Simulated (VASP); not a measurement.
# SiC (P6_3mc) in VASP: settings compared, part 2 of 2

VASP 6.6.1. The steps go on from the part before.

### Step 5. Vibrations by perturbation theory, PBE

INCAR reads:

```
  ALGO = Normal
  EDIFF = 1E-8
  ENCUT = 520
  GGA = PE
  IBRION = 8
  ISIF = 2
  ISMEAR = 0
  LASPH = T
  LCHARG = T
  LEPSILON = T
  LREAL = F
  LWAVE = F
  NELM = 60
  NSW = 1
  PREC = Accurate
  SIGMA = 0.01
```

KPOINTS reads:

```
k-points
0
Gamma
  7 7 4
```

POSCAR reads:

```
SiC
1.0
    3.0760000000      0.0000000000      0.0000000000
   -1.5380000000      2.6638941420      0.0000000000
    0.0000000000      0.0000000000      5.0480000000
Si C
2 2
Direct
    0.6666666667      0.3333333333      0.5000000000
    0.3333333333      0.6666666667      0.0000000000
    0.6666666667      0.3333333333      0.8850000000
    0.3333333333      0.6666666667      0.3850000000
```

Potentials or basis: VASP PAW PBE potentials, release 64 (Si, C).

On the command line:

```bash
cat potpaw_PBE.64/Si/POTCAR potpaw_PBE.64/C/POTCAR > POTCAR
mpirun -np 1 vasp_std > vasp.out
```

OUTCAR:

```text
EDIFF = 1E-8
   ENCUT = 520
   GGA = PE
   IBRION = 8
   ISIF = 2
   ISMEAR = 0
   LASPH = T
   LEPSILON = T
   LREAL = F
   NELM = 60
   NSW = 1
   PREC = Accurate

 ion  position               nearest neighbor table
   1  0.667  0.333  0.500-   4 1.87   4 1.87   4 1.87   3 1.94   2 3.09   2 3.09   2 3.09   2 3.09
                             2 3.09   2 3.09
   2  0.333  0.667  0.000-   3 1.87   3 1.87   3 1.87   4 1.94   1 3.09   1 3.09   1 3.09   1 3.09
                             1 3.09   1 3.09
   3  0.667  0.333  0.885-   2 1.87   2 1.87   2 1.87   1 1.94
   4  0.333  0.667  0.385-   1 1.87   1 1.87   1 1.87   2 1.94

  LATTYP: Found a hexagonal cell.
 ALAT       =     3.0760000000
 C/A-ratio  =     1.6410923277

  Lattice vectors:

 A1 = (   3.0760000000,   0.0000000000,   0.0000000000)
 A2 = (  -1.5380000000,   2.6638941420,   0.0000000000)
 A3 = (   0.0000000000,   0.0000000000,   5.0480000000)
[... 694 lines left out ...]
  4X    19.022552    0.000000   -0.000000    2.198561   -0.000000   -0.000000    0.101356    0.000000   -0.000000  -21.322469   -0.000000    0.000000
  4Y    -0.000000   19.022552    0.000000    0.000000    2.198561    0.000000   -0.000000    0.101356   -0.000000    0.000000  -21.322469    0.000000
  4Z     0.000000    0.000000    8.408221   -0.000000   -0.000000    6.073748    0.000000    0.000000    6.375348    0.000000    0.000000  -20.857316

 Eigenvectors and eigenvalues of the dynamical matrix
 ----------------------------------------------------

   1 f  =   24.829657 THz   156.009333 2PiTHz  828.228194 cm-1   102.687162 meV
             X         Y         Z           dx          dy          dz
      1.538000  0.887965  2.524000     0.387037    0.000001   -0.000000
     -0.000000  1.775929  0.000000     0.387037    0.000001   -0.000000
      1.538000  0.887965  4.467480    -0.591779   -0.000001    0.000000
     -0.000000  1.775929  1.943480    -0.591779   -0.000001   -0.000000
[... 71 lines left out ...]
  12 f/i=    0.001862 THz     0.011698 2PiTHz    0.062100 cm-1     0.007699 meV
             X         Y         Z           dx          dy          dz
      1.538000  0.887965  2.524000    -0.000000    0.000000    0.591760
     -0.000000  1.775929  0.000000    -0.000000    0.000000    0.591760
      1.538000  0.887965  4.467480    -0.000000    0.000000    0.387065
     -0.000000  1.775929  1.943480    -0.000000    0.000000    0.387065

--------------------------------------------------------------------------------------------------------

 MACROSCOPIC STATIC DIELECTRIC TENSOR IONIC CONTRIBUTION
 ------------------------------------------------------
           2.949076    -0.000000    -0.000000
          -0.000000     2.949076    -0.000000
          -0.000000    -0.000000     5.097598
 ------------------------------------------------------

 ELASTIC MODULI CONTR FROM IONIC RELAXATION (kBar)
 Direction    XX          YY          ZZ          XY          YZ          ZX
 --------------------------------------------------------------------------------
 XX        -592.0819    291.0685    189.8576     -0.0000      0.0000      0.0000
 YY         291.0685   -592.0819    189.8576      0.0000     -0.0000     -0.0000
 ZZ         189.8576    189.8576   -239.4972      0.0000     -0.0000     -0.0000
 XY          -0.0000      0.0000      0.0000   -441.5752      0.0000     -0.0000
 YZ           0.0000     -0.0000     -0.0000      0.0000   -105.6186      0.0000
 ZX           0.0000     -0.0000     -0.0000     -0.0000      0.0000   -111.5833
 --------------------------------------------------------------------------------

 PIEZOELECTRIC TENSOR IONIC CONTR  for field in x, y, z        (C/m^2)
          XX          YY          ZZ          XY          YZ          ZX
  --------------------------------------------------------------------------------
  x     0.00000    -0.00000    -0.00000    -0.00000     0.00000    -0.53978
  y     0.00000    -0.00000    -0.00000     0.00000    -0.52515     0.00000
  z    -0.82420    -0.82420     1.03969    -0.00000     0.00000     0.00000
```

OSZICAR:

```text
N       E                     dE             d eps       ncg     rms          rms(c)
DAV:   1     0.364261992397E+02    0.36426E+02   -0.74255E+03   576   0.119E+03
DAV:   2    -0.307654981351E+02   -0.67192E+02   -0.61792E+02   832   0.192E+02
DAV:   3    -0.337745808770E+02   -0.30091E+01   -0.29961E+01   760   0.407E+01
DAV:   4    -0.338101322903E+02   -0.35551E-01   -0.35528E-01   704   0.514E+00
[... 204 lines left out ...]
RMM:  11    -0.135297936734E+00   -0.15330E-07   -0.19708E-07  1296   0.173E-04    0.747E-06
RMM:  12    -0.135297890301E+00    0.46432E-07    0.27487E-07  1253   0.133E-04    0.292E-06
RMM:  13    -0.135297910196E+00   -0.19895E-07   -0.52608E-08  1270   0.116E-04    0.193E-06
RMM:  14    -0.135297913176E+00   -0.29797E-08   -0.14911E-08  1235   0.113E-04    0.383E-07
 Linear response finished
```

stdout:

```text
POSCAR found type information on POSCAR SiC
 POSCAR found :  2 types and       4 ions
 scaLAPACK will be used
 LDA part: xc-table for (Slater+PW92), standard interpolation
 POSCAR, INCAR and KPOINTS ok, starting setup
 FFT: planning ... GRIDC
 FFT: planning ... GRID_SOFT
 FFT: planning ... GRID
 WAVECAR not read
[... 32 lines left out ...]
 first order change of Fermi-energy  -0.19479E+00
 force on displaced ion       1 direction 3 :  -0.000  -0.000 -23.434
 Born effective charge ion    1 direction 3 :   0.000   0.000   2.915
 Linear response progress:
 first order change of Fermi-energy  -0.48777E-04
 force on displaced ion       3 direction 1 : -21.322   0.001  -0.000
 Born effective charge ion    3 direction 1 :  -2.706   0.000  -0.000
 Linear response progress:
 first order change of Fermi-energy   0.19483E+00
 force on displaced ion       3 direction 3 :   0.000   0.000 -20.857
 Born effective charge ion    3 direction 3 :   0.000   0.000  -2.894
 Born effective charges drift removed
 Linear response finished
```

Wall time 5.6 min (1 thread of Intel Xeon Platinum 8488C (Sapphire Rapids), shared host); peak memory 0.27 GiB.

Results:

- Electronic dielectric tensor (diagonal): 7.07, 7.07, 7.36
- Born charges (mean of the diagonal): Si +2.75; C -2.75 e
- Highest phonon frequency at Γ, LO-TO splitting left out: 828 cm⁻¹

Phonon frequencies in cm⁻¹ (negative: imaginary):
```tsv
q point	frequencies
(0.000, 0.000, 0.000)	0 0 0 261 261 557 684 788 796 796 828 828
```

Electronic dielectric tensor:
```
7.07 0.00 0.00
0.00 7.07 0.00
0.00 0.00 7.36
```

Born effective charge tensors (e):
atom 1, Si
```
2.67 0.00 0.00
0.00 2.67 0.00
0.00 0.00 2.91
```
atom 2, Si
```
2.67 0.00 0.00
0.00 2.67 0.00
0.00 0.00 2.91
```
atom 3, C
```
-2.67  0.00  0.00
 0.00 -2.67  0.00
 0.00  0.00 -2.91
```
atom 4, C
```
-2.67  0.00  0.00
 0.00 -2.67  0.00
 0.00  0.00 -2.91
```

Caveat: the cell stands under pressure or tension, which shifts response properties.

### Step 6. Dielectric tensor, LDA

INCAR reads:

```
PREC = Accurate
ENCUT = 520
EDIFF = 1E-8
ISMEAR = 0
SIGMA = 0.01
LREAL = False
LASPH = True
NELM = 80
ALGO = Normal
ISIF = 2
LWAVE = False
LCHARG = False
GGA = CA
LEPSILON = True
```

KPOINTS reads:

```
Automatic mesh
0
Gamma
  10 10 5
```

POSCAR is that of step 5.

Potentials or basis: VASP PAW LDA potentials, release 64 (Si, C).

On the command line:

```bash
cat potpaw_LDA.64/Si/POTCAR potpaw_LDA.64/C/POTCAR > POTCAR
mpirun -np 1 vasp_std > vasp.out
```

OUTCAR:

```text
PREC = Accurate
   ENCUT = 520
   EDIFF = 1E-8
   ISMEAR = 0
   LREAL = False
   LASPH = True
   NELM = 80
   ISIF = 2
   GGA = CA
   LEPSILON = True

 ion  position               nearest neighbor table
   1  0.667  0.333  0.500-   4 1.87   4 1.87   4 1.87   3 1.94   2 3.09   2 3.09   2 3.09   2 3.09
                             2 3.09   2 3.09
   2  0.333  0.667  0.000-   3 1.87   3 1.87   3 1.87   4 1.94   1 3.09   1 3.09   1 3.09   1 3.09
                             1 3.09   1 3.09
   3  0.667  0.333  0.885-   2 1.87   2 1.87   2 1.87   1 1.94
   4  0.333  0.667  0.385-   1 1.87   1 1.87   1 1.87   2 1.94

  LATTYP: Found a hexagonal cell.
 ALAT       =     3.0760000000
 C/A-ratio  =     1.6410923277

  Lattice vectors:

 A1 = (   3.0760000000,   0.0000000000,   0.0000000000)
 A2 = (  -1.5380000000,   2.6638941420,   0.0000000000)
 A3 = (   0.0000000000,   0.0000000000,   5.0480000000)

Analysis of symmetry for initial positions (statically):
=====================================================================
 Subroutine PRICEL returns:
 Original cell was already a primitive cell.

 Routine SETGRP: Setting up the symmetry group for a
[... 596 lines left out ...]

  energy without entropy =       -0.78350344

------------------------ aborting loop because EDIFF is reached ----------------------------------------

 PIEZOELECTRIC TENSOR FIELD DIRECTION 3  (e Angst)
 -----------------------------------------------------------------------------
     1.26348  0.00000  0.00000           (  0.05976  0.00000  0.00000)
     0.00000  1.26348 -0.00000           (  0.00000  0.05976 -0.00000)
     0.00000 -0.00000 -1.97798           (  0.00000 -0.00000 -0.12612)

 PIEZOELECTRIC TENSOR FIELD DIRECTION 3  (C/m^2)
 -----------------------------------------------------------------------------
     0.48939  0.00000  0.00000
     0.00000  0.48939 -0.00000
     0.00000 -0.00000 -0.76614

 MACROSCOPIC STATIC DIELECTRIC TENSOR (including local field effects in DFT)
 ------------------------------------------------------
           6.923787    -0.000000     0.000000
           0.000000     6.923787     0.000000
          -0.000000     0.000000     7.486502
 ------------------------------------------------------

 PIEZOELECTRIC TENSOR (including local field effects)  for field in x, y, z        (e  Angst)
          XX          YY          ZZ          XY          YZ          ZX
  --------------------------------------------------------------------------------
  x     0.00000     0.00000     0.00000     0.00000     0.00000     1.43451
  y    -0.00000    -0.00000     0.00000    -0.00000     1.43451     0.00000
  z     1.26348     1.26348    -1.97798     0.00000     0.00000     0.00000

 PIEZOELECTRIC TENSOR (including local field effects)  for field in x, y, z        (C/m^2)
          XX          YY          ZZ          XY          YZ          ZX
  --------------------------------------------------------------------------------
  x     0.00000     0.00000     0.00000     0.00000     0.00000     0.55564
  y    -0.00000    -0.00000     0.00000    -0.00000     0.55564     0.00000
  z     0.48939     0.48939    -0.76614     0.00000     0.00000     0.00000

 BORN EFFECTIVE CHARGES (including local field effects) (in |e|, cummulative output)
 ---------------------------------------------------------------------------------
 ion    1
    1     2.66877     0.00000     0.00000
    2     0.00000     2.66877     0.00000
    3     0.00000    -0.00000     2.91185
 ion    2
    1     2.66877     0.00000     0.00000
    2    -0.00000     2.66877     0.00000
    3     0.00000     0.00000     2.91185
 ion    3
    1    -2.66877     0.00000    -0.00000
    2    -0.00000    -2.66877     0.00000
    3     0.00000     0.00000    -2.91185
 ion    4
    1    -2.66877     0.00000     0.00000
    2     0.00000    -2.66877     0.00000
    3     0.00000    -0.00000    -2.91185
```

stdout:

```text
POSCAR found type information on POSCAR SiC
 POSCAR found :  2 types and       4 ions
 scaLAPACK will be used
 LDA part: xc-table for (Slater(with rela. corr.)+CA(PZ))
 , standard interpolation
 POSCAR, INCAR and KPOINTS ok, starting setup
 FFT: planning ... GRIDC
 FFT: planning ... GRID_SOFT
 FFT: planning ... GRID
 WAVECAR not read
 entering main loop
 Linear response reoptimize wavefunctions to high precision
 Linear response G [H, r] |phi>, progress :
  Direction:   1
 Linear response G [H, r] |phi>, progress :
  Direction:   2
 Linear response G [H, r] |phi>, progress :
  Direction:   3
 Linear response to external field (no local field effect), progress :
  Direction:   1
 dielectric tensor                  component  1 :     6.021    -2.201    -0.961
 Linear response to external field (no local field effect), progress :
  Direction:   2
 dielectric tensor                  component  2 :    -2.201     8.496    -0.682
 Linear response to external field (no local field effect), progress :
  Direction:   3
 dielectric tensor                  component  3 :    -0.961    -0.682     7.806
 Linear response to external field, progress :
  Direction:   1
 dielectric tensor                  component  1 :     6.924    -0.335     0.000
 Linear response to external field, progress :
  Direction:   2
 dielectric tensor                  component  2 :    -1.021     6.924    -0.000
 Linear response to external field, progress :
  Direction:   3
 dielectric tensor                  component  3 :    -0.950    -0.674     7.487
 Born effective charges drift removed
```

Run time: 2.8 min. Hardware: 1 thread of Intel Xeon Platinum 8488C (Sapphire Rapids), shared host; peak memory 0.28 GiB.

Results:

```yaml
Band_gap_on_the_k_mesh: 2.36 eV (least direct gap 3.98 eV)
Electronic_dielectric_tensor_diagonal: 6.92, 6.92, 7.49
Born_charges_mean_of_the_diagonal: Si +2.75; C -2.75 e
```

Electronic dielectric tensor:
```
6.92 0.00 0.00
0.00 6.92 0.00
0.00 0.00 7.49
```

Born effective charge tensors (e):
atom 1, Si
```
2.67 0.00 0.00
0.00 2.67 0.00
0.00 0.00 2.91
```
atom 2, Si
```
2.67 0.00 0.00
0.00 2.67 0.00
0.00 0.00 2.91
```
atom 3, C
```
-2.67  0.00  0.00
 0.00 -2.67  0.00
 0.00  0.00 -2.91
```
atom 4, C
```
-2.67  0.00  0.00
 0.00 -2.67  0.00
 0.00  0.00 -2.91
```

A k mesh can miss the band edges. LDA gaps usually lie below the measured ones, often by a third to a half.

### Step 7. Overview

| task | level | potentials or basis | k mesh | cutoff (eV) | smearing | dipole correction | ions in elastic constants | tolerance level | purpose | K density | gap on the mesh (eV) |
| --- | --- | --- | --- | --- | --- | --- | --- | --- | --- | --- | --- |
| elastic constants | LDA | VASP PAW LDA potentials, release 64 (Si, C) | 7 × 7 × 4 | 600 | gaussian 0.01 eV | no | relaxed | - | - | - | - |
| single point | revPBE | VASP PAW PBE potentials, release 64 (Si, C) | 14 × 14 × 7 | 460 | tetrahedron 0.03 eV | - | - | screening | density of states | 8 × 8 × 5 | 2.43 |
| single point | revPBE | VASP PAW PBE potentials, release 64 (Si, C) | 30 × 30 × 16 | 640 | tetrahedron 0.03 eV | - | - | screening | density of states | 8 × 8 × 5 | 2.35 |
| vibrations by perturbation theory | PBE | VASP PAW PBE potentials, release 64 (Si, C) | 7 × 7 × 4 | 520 | gaussian 0.01 eV | no | - | - | - | - | - |
| dielectric tensor | LDA | VASP PAW LDA potentials, release 64 (Si, C) | 10 × 10 × 5 | 520 | gaussian 0.01 eV | no | - | - | - | - | 2.36 |

Alike in all rows: no spin polarisation; cell as given.

Caveats: the cell is under stress, which shifts elastic constants (at least some runs); the cell stands under pressure or tension, which shifts response properties (at least some runs).

Total energies depend on the potentials used, so only differences within one code and one set of settings carry meaning.
